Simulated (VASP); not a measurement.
# SiC (rocksalt type) (Fm-3m) in VASP: notebook

Runs on SiC (rocksalt type). Level: PBE. Tasks: single point.

Everything below comes from runs of VASP 6.6.1. Logs are shortened: lines on timing, memory, paths and dates and some standing lists are left out, and cuts for length are marked.

## (1) The cell of the first run

Symmetry: Fm-3m, No. 225, cubic system. Conventional cell: a = 3.736 Å, b = 3.736 Å, c = 3.736 Å, α = 90.00°, β = 90.00°, γ = 90.00°. Si (site symmetry m-3m) has 6 C at 1.87 Å within 2.5 Å. Within 2.5 Å of C (site symmetry m-3m) lie 6 Si at 1.87 Å.

## (2) Single point, PBE (volume scaled by 0.78, to set the pressure)

The input, INCAR:

```
SYSTEM = SiC
ALGO = Normal
EDIFF = 1E-7
ENCUT = 520
GGA = PE
ISIF = 2
ISMEAR = -1
LASPH = .TRUE.
LCHARG = .FALSE.
LREAL = .FALSE.
LWAVE = .FALSE.
NBANDS = 11
NELM = 80
PREC = Accurate
SIGMA = 0.1
```

The input, KPOINTS:

```
k-points
0
G
  17 17 17
  0 0 0
```

The input, POSCAR:

```
SiC
1.0
    0.0000000000      1.8679498159      1.8679498159
    1.8679498159      0.0000000000      1.8679498159
    1.8679498159      1.8679498159      0.0000000000
Si C
1 1
Direct
    0.0000000000      0.0000000000      0.0000000000
    0.5000000000      0.5000000000      0.5000000000
```

Potentials or basis: VASP PAW PBE potentials, release 64 (Si, C).

Launch:

```sh
$ cat potpaw_PBE.64/Si/POTCAR potpaw_PBE.64/C/POTCAR > POTCAR
$ mpirun -np 1 vasp_std > vasp.out
```

OUTCAR:

```text
SYSTEM = SiC
   EDIFF = 1E-7
   ENCUT = 520
   GGA = PE
   ISIF = 2
   ISMEAR = -1
   LASPH = .TRUE.
   LREAL = .FALSE.
   NELM = 80
   PREC = Accurate

 ion  position               nearest neighbor table
   1  0.000  0.000  0.000-   2 1.87   2 1.87   2 1.87   2 1.87   2 1.87   2 1.87
   2  0.500  0.500  0.500-   1 1.87   1 1.87   1 1.87   1 1.87   1 1.87   1 1.87

  LATTYP: Found a face centered cubic cell.
 ALAT       =     3.7358996318

  Lattice vectors:

 A1 = (   0.0000000000,   1.8679498159,   1.8679498159)
 A2 = (   1.8679498159,   0.0000000000,   1.8679498159)
 A3 = (   1.8679498159,   1.8679498159,   0.0000000000)

Analysis of symmetry for initial positions (statically):
=====================================================================
 Subroutine PRICEL returns:
 Original cell was already a primitive cell.

 Routine SETGRP: Setting up the symmetry group for a
 face centered cubic supercell.

 Subroutine GETGRP returns: Found 48 space group operations
 (whereof 48 operations were pure point group operations)
 out of a pool of 48 trial point group operations.

The static configuration has the point symmetry O_h .

Analysis of symmetry for dynamics (positions and initial velocities):
=====================================================================
 Subroutine PRICEL returns:
 Original cell was already a primitive cell.

 Routine SETGRP: Setting up the symmetry group for a
 face centered cubic supercell.

 Subroutine GETGRP returns: Found 48 space group operations
 (whereof 48 operations were pure point group operations)
 out of a pool of 48 trial point group operations.

The dynamic configuration has the point symmetry O_h .

 Subroutine INISYM returns: Found 48 space group operations
 (whereof 48 operations are pure point group operations),
 and found     1 'primitive' translations

----------------------------------------------------------------------------------------

                                     Primitive cell

  volume of cell :      13.0354

  direct lattice vectors                    reciprocal lattice vectors
     0.000000000  1.867949816  1.867949816    -0.267673144  0.267673144  0.267673144
     1.867949816  0.000000000  1.867949816     0.267673144 -0.267673144  0.267673144
     1.867949816  1.867949816  0.000000000     0.267673144  0.267673144 -0.267673144

  length of vectors
     2.641679963  2.641679963  2.641679963     0.463623485  0.463623485  0.463623485

  position of ions in fractional coordinates (direct lattice)
     0.000000000  0.000000000  0.000000000
     0.500000000  0.500000000  0.500000000

  ion indices of the primitive-cell ions
   primitive index   ion index
                 1           1
                 2           2

----------------------------------------------------------------------------------------

 KPOINTS: k-points

Automatic generation of k-mesh.
 Grid dimensions read from file:
 generate k-points for:   17   17   17

 Generating k-lattice:

  Cartesian coordinates                     Fractional coordinates (reciprocal lattice)
    -0.015745479  0.015745479  0.015745479     0.058823529  0.000000000  0.000000000
     0.015745479 -0.015745479  0.015745479     0.000000000  0.058823529  0.000000000
     0.015745479  0.015745479 -0.015745479     0.000000000  0.000000000  0.058823529

  Length of vectors
     0.027271970  0.027271970  0.027271970

  Shift w.r.t. Gamma in fractional coordinates (k-lattice)
     0.000000000  0.000000000  0.000000000

 Subroutine IBZKPT returns following result:
 ===========================================

 Found    165 irreducible k-points:

 Following reciprocal coordinates:
            Coordinates               Weight
  0.000000  0.000000  0.000000      1.000000
  0.058824  0.000000  0.000000      8.000000
  0.117647  0.000000  0.000000      8.000000
  0.176471  0.000000  0.000000      8.000000
  0.235294  0.000000  0.000000      8.000000
  0.294118  0.000000  0.000000      8.000000
[... 16 lines left out ...]
 -0.176471  0.058824  0.000000     24.000000
 -0.117647  0.058824  0.000000     24.000000
 [... further k-points ...]
   k-points           NKPTS =    165   k-points in BZ     NKDIM =    165   number of bands    NBANDS=     11
   number of dos      NEDOS =    301   number of ions     NIONS =      2
   total plane-waves  NPLWV =   8000
   dimension x,y,z NGX =    20 NGY =   20 NGZ =   20
   dimension x,y,z NGXF=    40 NGYF=   40 NGZF=   40
   ions per type =               1   1
   NGX,Y,Z   is equivalent  to a cutoff of  12.59, 12.59, 12.59 a.u.
   NGXF,Y,Z  is equivalent  to a cutoff of  25.17, 25.17, 25.17 a.u.
 SYSTEM =  SiC
   PREC   = accura    normal or accurate (medium, high low for compatibility)
   ISTART =      0    job   : 0-new  1-cont  2-samecut
   ICHARG =      2    charge: 1-file 2-atom 10-const
   ISPIN  =      1    spin polarized calculation?
   LNONCOLLINEAR =      F non collinear calculations
   LSORBIT =      F    spin-orbit coupling
   LASPH  =      T    aspherical Exc in radial PAW
   ENCUT  =  520.0 eV  38.22 Ry    6.18 a.u.   4.91  4.91  4.91*2*pi/ulx,y,z
   NELM   =     80;   NELMIN=  2; NELMDL= -5     # of ELM steps
   EDIFF  = 0.1E-06   stopping-criterion for ELM
   LREAL  =      F    real-space projection
   EDIFFG = 0.1E-05   stopping-criterion for IOM
   NSW    =      0    number of steps for IOM
   IBRION =     -1    ionic relax: 0-MD 1-quasi-New 2-CG
   NFREE  =      0    steps in history (QN), initial steepest desc. (CG)
   ISIF   =      2    stress and relaxation
   ISYM   =      2    0-nonsym 1-usesym 2-fastsym
   POTIM  = 0.5000    time-step for ionic-motion
   TEBEG  =    0.0;   TEEND  =   0.0 temperature during run
   PSTRESS=    0.0 pullay stress
   NELECT =       8.0000    total number of electrons
   NUPDOWN=      -1.0000    fix difference up-down
   EMIN   =  10.00;   EMAX   =-10.00  energy-range for DOS
   EFERMI =   0.00;   METHOD = LEGACY
   ISMEAR =    -1;   SIGMA  =   0.10  broadening in eV -4-tet -1-fermi 0-gaus
   EFERMI_NEDOS =   21; number of points for ismear=-14 and -15
   IALGO  =     38    algorithm
   IMIX   =      4    mixing-type and parameters
     AMIX     =   0.40;   BMIX     =  1.00
     AMIX_MAG =   1.60;   BMIX_MAG =  1.00
  volume/ion in A,a.u.               =       6.52        43.98
  Fermi-wavevector in a.u.,A,eV,Ry     =   1.391222  2.629027 26.334040  1.935497
  Thomas-Fermi vector in A             =   2.515081
   LORBIT       =      0    0 simple, 1 ext, 2 COOP (PROOUT), +10 PAW based schemes
   GGA     = PE    functional components
   LHFCALC =     F    Hartree Fock is set to
   AEXX    =    0.0000 exact exchange contribution
   IVDW    =     0    specifies the selected vdW correction
   LEPSILON=     F    determine dielectric tensor
   LRPA    =     F    only Hartree local field effects (RPA)
 non-spin polarized calculation
  energy-cutoff  :      520.00
  volume of cell :       13.04
 maximum number of plane-waves:       361
   NGX =  9   NGY =  9   NGZ =  9

 number of electron       7.9999999 magnetization

 Free energy of the ion-electron system (eV)
  ---------------------------------------------------
  ext. energy  EPLUGINS =         0.00000000
  ---------------------------------------------------
  free energy    TOTEN  =       -12.61785276 eV

  energy without entropy =      -12.61774029  energy(sigma->0) =      -12.61779653

 E-fermi :  16.9987     XC(G=0): -13.8198

 val. band max:       16.4845391076   @ k =   0.0000   0.0000   0.0000
 cond. band min:      17.3952162877   @ k =   0.4706   0.4706   0.0000
 fundamental gap:      0.9106771801
 Fermi energy:        16.9986858070

 k-point     1 :       0.0000    0.0000    0.0000
  band No.  band energies     occupation
      1      -5.0285      2.00000
      2      16.4845      1.98837
      3      16.4845      1.98837
      4      16.4845      1.98837
      5      25.4648      0.00000
      6      25.4648      0.00000
      7      25.4648      0.00000
      8      28.7786      0.00000
      9      31.6026      0.00000
     10      31.6026      0.00000
     11      32.3587      0.00000

 k-point     2 :       0.0588    0.0000    0.0000
  band No.  band energies     occupation
      1      -4.9298      2.00000
      2      15.9378      1.99995
      3      16.3930      1.99533
      4      16.3930      1.99533
      5      25.3229      0.00000
      6      25.6716      0.00000
      7      25.6716      0.00000
      8      28.9475      0.00000
      9      30.2519      0.00000
     10      30.2519      0.00000
     11      32.4252      0.00000

 k-point     3 :       0.1176    0.0000    0.0000
  band No.  band energies     occupation
      1      -4.6342      2.00000
      2      14.5239      2.00000
      3      16.1506      1.99959
      4      16.1507      1.99959
      5      25.0028      0.00000
      6      26.1461      0.00000
      7      26.1461      0.00000
      8      28.9020      0.00000
      9      28.9020      0.00000
     10      29.4663      0.00000
     11      32.0356      0.00000

 k-point     4 :       0.1765    0.0000    0.0000
  band No.  band energies     occupation
      1      -4.1436      2.00000
      2      12.6478      2.00000
      3      15.8282      1.99998
      4      15.8282      1.99998
      5      24.6626      0.00000
      6      26.1396      0.00000
      7      26.1396      0.00000
      8      28.6214      0.00000
      9      28.6214      0.00000
     10      30.2497      0.00000
     11      31.4696      0.00000
[... 239 lines left out ...]
 k-point    22 :      -0.2353    0.0588    0.0000
  band No.  band energies     occupation
      1      -3.1054      2.00000
      2       9.9700      2.00000
      3      14.4656      2.00000
      4      15.7606      1.99999
      5      24.5403      0.00000
      6      24.6344      0.00000
      7      25.2096      0.00000
      8      29.1317      0.00000
      9      30.2249      0.00000
     10      31.2981      0.00000
     11      32.6284      0.00000

 k-point    23 :      -0.1765    0.0588    0.0000
  band No.  band energies     occupation
      1      -3.8504      2.00000
      2      12.0168      2.00000
      3      14.8001      2.00000
      4      16.1026      1.99974
      5      24.6867      0.00000
      6      25.5404      0.00000
      7      26.1453      0.00000
      8      27.7882      0.00000
      9      29.2291      0.00000
     10      31.3689      0.00000
     11      31.9561      0.00000

 k-point    24 :      -0.1176    0.0588    0.0000
  band No.  band energies     occupation
      1      -4.4050      2.00000
      2      13.9341      2.00000
      3      15.2155      2.00000
      4      16.3645      1.99648
      5      24.8437      0.00000
      6      26.0934      0.00000
      7      26.6285      0.00000
      8      27.4120      0.00000
      9      28.9893      0.00000
     10      30.3253      0.00000
     11      32.5251      0.00000

 [... further k-points ...]
[... 5 lines left out ...]
  --------------------------------------------------------------------------------------
  -------------------------------------------------------------------------------------
  Total        8.4977763      8.4977763      8.4977763      0.0000000      0.0000000     -0.0000000
  in kB     1044.4562896   1044.4562896   1044.4562896      0.0000000      0.0000000     -0.0000000
  external PRESSURE =    1044.4562896 kB  Pullay stress =       0.0000000 kB

 VOLUME and BASIS-vectors are now :
 -----------------------------------------------------------------------------
  energy-cutoff  :      520.00
  volume of cell :       13.04
      direct lattice vectors                 reciprocal lattice vectors
     0.000000000  1.867949816  1.867949816    -0.267673144  0.267673144  0.267673144
     1.867949816  0.000000000  1.867949816     0.267673144 -0.267673144  0.267673144
     1.867949816  1.867949816  0.000000000     0.267673144  0.267673144 -0.267673144

 POSITION                                       TOTAL-FORCE (eV/Angst)
 -----------------------------------------------------------------------------------
      0.00000      0.00000      0.00000        -0.000000     -0.000000      0.000000
      1.86795      1.86795      1.86795         0.000000      0.000000     -0.000000
 -----------------------------------------------------------------------------------
    total drift:                                0.000000      0.000000      0.000000

  FREE ENERGIE OF THE ION-ELECTRON SYSTEM (eV)
  ---------------------------------------------------
  free  energy   TOTEN  =       -12.6178527636 eV

  energy  without entropy=      -12.6177402902  energy(sigma->0) =      -12.61779653
```

Wall time 48 s (1 thread of AMD EPYC 7R13, shared host); peak memory 0.1 GiB.

What came out:

* Free energy: -12.6179 eV
* Pressure: 104.4 GPa
* Band gap on the k mesh: 0.91 eV, indirect (least direct gap 6.22 eV)

Caveat: the cell differs from its parent crystal (volume scaled by 0.78, to set the pressure). A k mesh can miss the band edges.

(Part 1 of 3 ends here.)
